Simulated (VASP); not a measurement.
Cu4W: relaxation of cell and atoms with PBE

The system is Cu4W.

```
Cu W
1.0
     4.39797    0.00000    0.00000
     0.00000    4.39797    0.00000
     0.00000    0.00000    4.39797
Cu W
4 1
Cartesian
  1.3556 1.3556 1.3556
  3.0424 3.0424 1.3556
  1.3556 3.0424 3.0424
  3.0424 1.3556 3.0424
  0.0000 0.0000 0.0000
```

The cell was generated, and may not be a known phase.

```
Program                : VASP 6.6.1
Task                   : relaxation of cell and atoms
Functional             : PBE
Potentials or basis    : VASP PAW PBE potentials, release 64 (Cu, W_sv)
Cutoff                 : 600 eV
k mesh                 : 8 × 8 × 8
Occupations            : gaussian, width 0.1 eV
Spin                   : no spin polarisation
Dipole correction      : no
Further INCAR settings : ALGO = Fast; EDIFF = 1e-06; IBRION = 2; EDIFFG = -0.01; NSW = 100; ISIF = 3
```

| Item | Value |
| --- | --- |
| Relaxed volume | 17.02 Å³/atom |
| Relaxed cell | a = 4.398 Å, b = 4.398 Å, c = 4.398 Å, α = 90.00°, β = 90.00°, γ = 90.00° |
| Space group after relaxing (to 0.1 Å) | P-43m (No. 215) |
| Ionic steps | 3 |
| Pressure after relaxing | 0.0 GPa |
| Largest force after relaxing | 0.004 eV/Å |
| Band gap on the k mesh | zero (bands 29 and 30 overlap by 0.26 eV) |

Forces in eV/Å, atoms in the order of the input:
```
Cu  -0.002 -0.002 -0.002
Cu   0.002  0.002 -0.002
Cu  -0.002  0.002  0.002
Cu   0.002 -0.002  0.002
W    0.000  0.000  0.000
```

Final structure:
```
Cu W
1.0
     4.39847    0.00000    0.00000
     0.00000    4.39847    0.00000
     0.00000    0.00000    4.39847
Cu W
4 1
Cartesian
  1.3557 1.3557 1.3557
  3.0427 3.0427 1.3557
  1.3557 3.0427 3.0427
  3.0427 1.3557 3.0427
  0.0000 4.3985 0.0000
```

Levels at points of the mesh, in eV from the Fermi level:
```tsv
k point	band 25	band 26	band 27	band 28	band 29	band 30	band 31	band 32	band 33	band 34
(0.00, 0.00, 0.00)	-2.06	-0.98	-0.98	-0.32	0.19	0.19	0.19	2.89	2.89	2.89
(0.50, 0.00, 0.00)	-2.12	-2.12	-0.16	-0.16	-0.13	0.22	0.64	2.81	3.30	4.20
(0.50, 0.50, 0.00)	-1.90	-1.79	-1.79	-1.53	-0.03	0.09	0.09	0.56	1.00	5.47
(0.50, 0.50, 0.50)	-2.17	-2.17	-2.17	-2.15	0.05	0.22	0.22	0.22	0.84	0.84
```

It took 8 min on 1 thread of Intel Xeon 8259CL (shared host), peak memory 0.29 GiB.

Caveat: spin-orbit coupling is left out, which moves the levels of the heavy elements.
